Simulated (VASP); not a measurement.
Crystal: GaN.

```
Ga N
1.0
     3.18315    0.00000    0.00000
    -1.59157    2.75669    0.00000
     0.00000    0.00000    5.28730
Ga N
2 2
Cartesian
  0.0000 1.8378 0.0027
  1.5916 0.9189 2.6464
  0.0000 1.8378 1.9800
  1.5916 0.9189 4.6237
```

This cell differs from its parent crystal: uniaxial z strain +2.0%.

Base run:

- Program: VASP 6.6.1
- Functional: r2SCAN
- Potentials or basis: VASP PAW PBE potentials, release 64 (Ga_d, N)
- Cutoff: 520 eV
- k mesh: 12 × 12 × 6
- Occupations: gaussian, width 0.01 eV
- Spin: no spin polarisation

Its results: band gap on the k mesh 2.13 eV; pressure -2.7 GPa; largest force 0.010 eV/Å.

**Question.** The run is repeated on the same cell with these changes: functional from r2SCAN to PBE; occupations from gaussian, width 0.01 eV to fermi-dirac, width 0.02 eV. What comes out?

**Answer.** Band gap on the k mesh 1.73 eV; pressure 2.5 GPa; largest force 0.015 eV/Å.

Caveats: the PAW data sets were made with another functional, which shifts forces and pressure a little (at least some runs).

